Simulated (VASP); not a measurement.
# Ta: single point with LDA

The system is Ta.

```xyz
1
Lattice="2.3822 0.0000 0.0000 0.0000 2.3822 0.0000 0.0000 0.0000 2.3822" Properties=species:S:1:pos:R:3 pbc="T T T"
Ta    0.0000    0.0000    0.0000
```

This cell differs from its parent crystal: volume scaled by 0.7.

```
Program                : VASP 6.6.1
Task                   : single point
Functional             : LDA
Potentials or basis    : VASP PAW LDA potentials, release 64 (Ta_pv)
Cutoff                 : 520 eV
k mesh                 : 14 × 14 × 14
Occupations            : fermi-dirac, width 0.05 eV
Spin                   : no spin polarisation
Dipole correction      : no
Further INCAR settings : ALGO = Normal; EDIFF = 1e-06; NBANDS = 12
```

| Item | Value |
| --- | --- |
| Pressure | 122.2 GPa |

Levels at points of the mesh, in eV from the Fermi level:
```
           k point  band 2  band 3  band 4  band 5  band 6  band 7  band 8  band 9  band 10  band 11
(0.00, 0.00, 0.00)  -32.18  -32.18   -8.79   -4.95   -4.95    9.49    9.49    9.49    14.09    19.16
(0.50, 0.00, 0.00)  -31.78  -31.78   -4.40   -3.33    0.98    2.68    2.68   10.31    14.08    15.67
(0.50, 0.50, 0.00)  -35.39  -31.41   -7.58   -1.85    4.14    4.14    8.39    8.39    14.08    14.15
(0.50, 0.50, 0.50)  -34.83  -34.83   -4.98   -4.98   -4.98    6.90   14.08   14.75    14.75    19.48
```

Wall time 7.1 s on 1 thread of Intel(R) Xeon(R) Platinum 8559C (Emerald Rapids), with other jobs on the host, peak memory 0.12 GiB.

Caveat: spin-orbit coupling is left out, which moves the levels of the heavy elements.
